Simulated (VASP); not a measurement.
Wanted: the native input for a VASP 6.6.1 run.

| Item | Value |
| --- | --- |
| Task | single point |
| Functional | LDA |
| Potentials or basis | VASP PAW LDA potentials, release 64 (B) |
| Cutoff | 520 eV |
| k mesh | 6 × 6 × 6 |
| Occupations | fermi-dirac, width 0.15 eV |
| Spin | no spin polarisation |
| Dipole correction | no |
| Further INCAR settings | ALGO = Normal; EDIFF = 1e-06; NBANDS = 10 |

The structure of B lies in POSCAR:

```
B
1.0
   -2.7840000000      2.7840000000      2.3720000000
    2.7840000000     -2.7840000000      2.3720000000
    2.7840000000      2.7840000000     -2.3720000000
B
2
Direct
    0.2500000000      0.2500000000      0.0000000000
    0.7500000000      0.7500000000      0.0000000000
```

One way to write it, as run:

INCAR

```
SYSTEM = B
PREC     = Accurate       ! precision mode
ENCUT    = 520            ! plane-wave cutoff, eV
EDIFF    = 1E-6           ! SCF threshold, eV
ISMEAR   = -1             ! smearing method
SIGMA    = 0.15           ! smearing width, eV
LREAL    = .False.        ! projectors in reciprocal space
LASPH    = .True.         ! aspherical terms in the spheres
NELM     = 100            ! most SCF steps
ALGO     = Normal         ! electronic algorithm
ISIF     = 2              ! what is computed and relaxed
LWAVE    = .False.        ! write WAVECAR
LCHARG   = .False.        ! write CHGCAR
NBANDS   = 10             ! bands
```

KPOINTS

```
regular mesh
0
Gamma
  6 6 6
  0 0 0
```

Potentials or basis: VASP PAW LDA potentials, release 64 (B).

Command:

```bash
$ cat potpaw_LDA.64/B/POTCAR > POTCAR
$ mpirun -np 1 vasp_std > vasp.out
```

Results of the run:

```
Pressure               : -10.4 GPa
Band gap on the k mesh : zero (bands 3 and 4 overlap by 2.68 eV)
```

Caveat: the cell stands under tension.

Wall time 12 s on 1 thread of Intel Xeon 8259CL (shared host), peak memory 0.16 GiB.
